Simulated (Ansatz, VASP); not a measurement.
## Zn2W in VASP and in Ansatz

File POSCAR:

```
Zn2W
1.0
    2.9095420170      0.0000000000      0.0000000000
   -1.4547710085      2.5197373001      0.0000000000
    0.0000000000      0.0000000000     11.3169253319
Zn W
4 2
Direct
    0.3333333333      0.6666666667      0.6275000000
    0.6666666667      0.3333333333      0.1275000000
    0.3333333333      0.6666666667      0.8725000000
    0.6666666667      0.3333333333      0.3725000000
    0.3333333333      0.6666666667      0.2500000000
    0.6666666667      0.3333333333      0.7500000000
```

INCAR.step1

```
SYSTEM = Zn2W
ALGO = Normal
EDIFF = 1E-4
ENCUT = 600
GGA = PE
ISMEAR = 0
LASPH = .True.
LCHARG = .False.
LREAL = .False.
LWAVE = .True.
NELM = 60
PREC = Accurate
SIGMA = 0.1
```

INCAR.step2

```
SYSTEM = Zn2W
ALGO = Normal
EDIFF = 1E-6
EDIFFG = -0.04
ENCUT = 600
IBRION = 2
ISIF = 3
ISMEAR = 0
ISTART = 1
LASPH = .True.
LCHARG = .False.
LMIXTAU = .True.
LREAL = .False.
LWAVE = .False.
METAGGA = R2SCAN
NELM = 60
NSW = 90
PREC = Accurate
SIGMA = 0.1
```

The input KPOINTS:

```
k-points
0
Gamma
  6 6 2
  0 0 0
```

Input for Ansatz:

```yaml
crystal:
  lattice:
    - [2.909542017, 0.0, 0.0]
    - [-1.4547710085, 2.5197373001, 0.0]
    - [0.0, 0.0, 11.3169253319]
  atoms:
    - { symbol: Zn, position: [0.3333333333, 0.6666666667, 0.6275] }
    - { symbol: Zn, position: [0.6666666667, 0.3333333333, 0.1275] }
    - { symbol: Zn, position: [0.3333333333, 0.6666666667, 0.8725] }
    - { symbol: Zn, position: [0.6666666667, 0.3333333333, 0.3725] }
    - { symbol: W, position: [0.3333333333, 0.6666666667, 0.25] }
    - { symbol: W, position: [0.6666666667, 0.3333333333, 0.75] }
basis:
  ecutwfc: 500
kpoints:
  mp_grid: { grid: [6, 6, 2] }
hamiltonian:
  xc: r2scan
scf:
  occupations: { method: gaussian, width: 0.1 }
  lower_state_search: "off"
output:
  forces: true
  stress: true
  eigenvalues: true
relax:
  adjacent_minimum: "off"
  f_tol: 0.04
  max_steps: 70
  cell: { stress_tol: 0.4 }
```

Alike in both runs: task relaxation of cell and atoms; functional r2SCAN; k mesh 6 × 6 × 2; occupations gaussian, width 0.1 eV; no spin polarisation.

|  | VASP | Ansatz |
| --- | --- | --- |
| version | VASP 6.6.1 | Ansatz 0.2.0 |
| potentials or method | VASP PAW PBE potentials, release 64 (Zn, W_sv), cutoff 600 eV | scalar-relativistic, plane waves, PAW |
| valence electrons in the cell | 76 | 76 |

```tsv
	VASP	Ansatz	Ansatz less VASP
gap on the k mesh at the Fermi level, each at its own relaxed structure (eV)	none	none	-
relaxed volume (Å³/atom)	14.87	14.84	-0.026
relaxed length of the cell vector where the two differ most in proportion (Å)	13.199	13.179	-0.0203
```

VASP's potentials were made for PBE, not for r2SCAN. A gap of «none» marks a metal or a gap that the smearing closes.

The k mesh is coarse, so the values compare programs but aren't converged. Spin-orbit coupling is off throughout.
